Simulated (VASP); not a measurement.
Set up this calculation in VASP 6.6.1, as the native input.

```
Task                   : single point
Functional             : PBEsol
Potentials or basis    : VASP PAW PBE potentials, release 64 (Os)
Cutoff                 : 520 eV
k mesh                 : 18 × 18 × 12
Occupations            : gaussian, width 0.15 eV
Spin                   : no spin polarisation
Dipole correction      : no
Further INCAR settings : ALGO = Fast; EDIFF = 1e-06; NBANDS = 15
```

The structure of Os lies in POSCAR:

```
Os
1.0
    2.7340999755      0.0000000000      0.0000000000
   -1.3670499878      2.3678000353      0.0000000000
    0.0000000000      0.0000000000      4.3197000000
Os
2
Direct
    0.5780987219      0.8458473671      0.1111014654
    0.6666666667      0.3333333333      0.7500000000
```

This cell differs from its parent crystal: atom 1 (Os) moved by (+0.600, -0.600) A along [1 1 0] and z.

One way to write it, as run:

INCAR

```
PREC = Accurate
ENCUT = 520
EDIFF = 1E-6
ISMEAR = 0
SIGMA = 0.15
LREAL = F
LASPH = T
NELM = 80
ALGO = Fast
ISIF = 2
LWAVE = F
LCHARG = F
GGA = PS
NBANDS = 15
```

KPOINTS

```
Automatic mesh
0
Gamma
  18 18 12
```

Potentials or basis: VASP PAW PBE potentials, release 64 (Os).

Command:

```bash
$ cat potpaw_PBE.64/Os/POTCAR > POTCAR
$ mpirun -np 1 vasp_std > vasp.out
```

Results of the run:

```yaml
Pressure: 119.0 GPa
Largest_force: 20.948 eV/Å
Band_gap_on_the_k_mesh: zero (bands 8 and 9 overlap by 2.64 eV)
```

Caveat: the cell differs from its parent crystal (atom 1 (Os) moved by (+0.600, -0.600) A along [1 1 0] and z); atoms lie so close that the PAW spheres overlap strongly, which falsifies energies and pressures; the cell stands under pressure; the PAW data sets were made with another functional, which shifts forces and pressure a little; spin-orbit coupling is left out, which moves the levels of the heavy elements.

Wall time 14 min on 1 thread of Oxide Virtual Turin-like Processor (shared host), peak memory 0.71 GiB.
